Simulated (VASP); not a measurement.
**CaS: elastic constants with revPBE**

CaS:

```
Ca S
1.0
     0.00000    2.78222    2.78222
     2.78222    0.00000    2.78222
     2.78222    2.78222    0.00000
Ca S
1 1
Direct
  0.00000 0.00000 0.00000
  0.50000 0.50000 0.50000
```

```json
{"Program": "VASP 6.6.1", "Task": "elastic constants", "Functional": "revPBE", "Potentials or basis": "VASP PAW PBE potentials, release 64 (Ca_sv, S)", "Cutoff": "500 eV", "k mesh": "6 × 6 × 6", "Occupations": "gaussian, width 0.01 eV", "Spin": "no spin polarisation", "Dipole correction": "no", "Ions in elastic constants": "relaxed", "Further INCAR settings": "ALGO = Normal; EDIFF = 1e-08; NBANDS = 15; IBRION = 6; POTIM = 0.015; NSW = 1; ISIF = 3"}
```

* Elastic constants C11, C12, C44: 175, 24, 34 GPa
* Voigt bulk modulus: 74 GPa
* Highest phonon frequency at Γ, LO-TO splitting left out: 258 cm⁻¹

Phonon frequencies in cm⁻¹ (negative: imaginary):
```tsv
q point	frequencies
(0.000, 0.000, 0.000)	0 0 0 258 258 258
```

Elastic tensor in Voigt notation (GPa, in the Cartesian axes of the cell as first typed):
```
175  24  24   0   0   0
 24 175  24   0   0   0
 24  24 175   0   0   0
  0   0   0  34   0   0
  0   0   0   0  34   0
  0   0   0   0   0  34
```

Clamped-ion elastic tensor (GPa):
```
175  24  24   0   0   0
 24 175  24   0   0   0
 24  24 175   0   0   0
  0   0   0  34   0   0
  0   0   0   0  34   0
  0   0   0   0   0  34
```

It took 11 min on 1 thread of Intel Xeon 8259CL, on a shared host, peak memory 0.22 GiB.

Caveat: the cell is under stress, which shifts elastic constants; the PAW data sets were made with another functional, which shifts forces and pressure a little.
